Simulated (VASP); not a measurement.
Write the native input for VASP 6.6.1 that does the following.

| Item | Value |
| --- | --- |
| Task | single point |
| Functional | LDA |
| Potentials or basis | VASP PAW LDA potentials, release 64 (Ga_d, As) |
| Cutoff | 520 eV |
| k mesh | 10 × 10 × 10 |
| Occupations | gaussian, width 0.03 eV |
| Spin | no spin polarisation |
| Dipole correction | no |
| Further INCAR settings | ALGO = Normal; EDIFF = 1e-06; NBANDS = 16 |

The structure of GaAs lies in POSCAR:

```
GaAs
1.0
    0.0000000000      2.8265000000      2.8265000000
    2.8265000000      0.0000000000      2.8265000000
    2.8265000000      2.8265000000      0.0000000000
Ga As
1 1
Direct
    0.0000000000      0.0000000000      0.0000000000
    0.2500000000      0.2500000000      0.2500000000
```

One way to write it, as run:

INCAR

```
PREC = Accurate ; ENCUT = 520
EDIFF = 1E-6 ; ISMEAR = 0
SIGMA = 0.03 ; LREAL = False
LASPH = True ; NELM = 100
ALGO = Normal ; ISIF = 2
LWAVE = False ; LCHARG = False
GGA = CA ; NBANDS = 16
```

KPOINTS

```
regular mesh
0
Gamma
  10 10 10
```

Potentials or basis: VASP PAW LDA potentials, release 64 (Ga_d, As).

Run with:

```console
$ cat potpaw_LDA.64/Ga_d/POTCAR potpaw_LDA.64/As/POTCAR > POTCAR
$ mpirun -np 1 vasp_std > vasp.out
```

Results of the run:

```json
{"Pressure": "-1.6 GPa", "Band gap on the k mesh": "0.33 eV, direct"}
```

It took 18 s on 1 thread of Intel(R) Xeon(R) 6975P-C (Granite Rapids) (shared host), peak memory 0.16 GiB.
